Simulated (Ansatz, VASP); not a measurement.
## One calculation of Ba, two programs

```
Ba
1.0
     3.92940   -2.23380   -0.09572
     3.92940    2.23380   -0.09572
    -2.44259    0.00000   14.68169
Ba
4
Cartesian
  1.3065 0.0000 1.8044
  4.1097 0.0000 12.6859
  1.4682 0.0000 9.0960
  3.9480 0.0000 5.3942
```

Alike in both runs: functional PBE; k mesh 4 × 4 × 2; occupations gaussian, width 0.1 eV; no spin polarisation.

Ansatz relaxed the structure, and its values are those at the end. VASP's run is a single point on that final structure, the one shown.

|  | VASP | Ansatz |
| --- | --- | --- |
| version | VASP 6.6.1 | Ansatz 0.2.0 |
| potentials or method | VASP PAW PBE potentials, release 64 (Ba_sv), cutoff 520 eV | scalar-relativistic, plane waves, PAW |
| valence electrons in the cell | 40 | 40 |

VASP gave:

* gap on the k mesh at the Fermi level (eV): none
* pressure (GPa): 0.1
* rms of the force components (eV/Å): 0.003

**Question.** Estimate Ansatz's values.

**Answer.** gap on the k mesh at the Fermi level (eV): none; pressure (GPa): 0.0; rms of the force components (eV/Å): 0.003.

A gap of «none» marks a metal or a gap that the smearing closes.

The k mesh is coarse, so the values compare programs but aren't converged. Spin-orbit coupling is off throughout.
